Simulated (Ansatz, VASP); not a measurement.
**Sb: VASP beside Ansatz**

File INCAR:

```
SYSTEM = Sb
PREC = Accurate
ENCUT = 400
EDIFF = 1E-8
ISMEAR = -1
SIGMA = 0.05
LREAL = .FALSE.
LASPH = .TRUE.
NELM = 120
ALGO = Normal
ISIF = 2
LWAVE = .FALSE.
LCHARG = .FALSE.
GGA = PE
LEFG = .TRUE.
NBANDS = 8
GGA_COMPAT = .FALSE.
```

Contents of KPOINTS:

```
regular mesh
0
G
  13 13 13
  0 0 0
```

The input POSCAR:

```
Sb
1.0
    3.1912891636      0.0000000000      0.0000000000
    0.0000000000      3.1912891636      0.0000000000
    0.0000000000      0.0000000000      3.1912891636
Sb
1
Direct
    0.0000000000      0.0000000000      0.0000000000
```

Input for Ansatz:

```yaml
crystal:
  lattice:
    - [3.1912891636, 0.0, 0.0]
    - [0.0, 3.1912891636, 0.0]
    - [0.0, 0.0, 3.1912891636]
  atoms:
    - { symbol: Sb, position: [0.0, 0.0, 0.0] }
kpoints:
  mp_grid: { grid: [13, 13, 13] }
scf:
  occupations: { method: fermi_dirac, width: 0.05 }
hamiltonian:
  xc: pbe
  pseudopotentials: { kind: paw }
output:
  forces: true
  stress: true
  eigenvalues: true
  efg: { contact_densities: true }
```

Change from the starting cell: volume scaled by 1.03, PAW files.

Alike in both runs: task electric field gradients; functional PBE; k mesh 13 × 13 × 13; occupations fermi-dirac, width 0.05 eV; no spin polarisation.

|  | VASP | Ansatz |
| --- | --- | --- |
| version | VASP 6.6.1 | Ansatz 0.2.0 |
| potentials or method | VASP PAW PBE potentials, release 64 (Sb) | PAW with Ansatz's default frozen-core files, scalar-relativistic |
| plane-wave cutoff (eV) | 400 | 420 |
| valence electrons in the cell | 5 | 15 |

Ansatz gave:

| Quantity | Value |
| --- | --- |
| pressure (GPa) | -3.7 |

Problem. Estimate VASP's values.

Solution. Pressure (GPa): -3.8.

VASP's potentials hold 5 valence electrons a cell and Ansatz's 15, so a difference there can come from the potentials and not from the codes.

Neither program's run includes spin-orbit coupling.
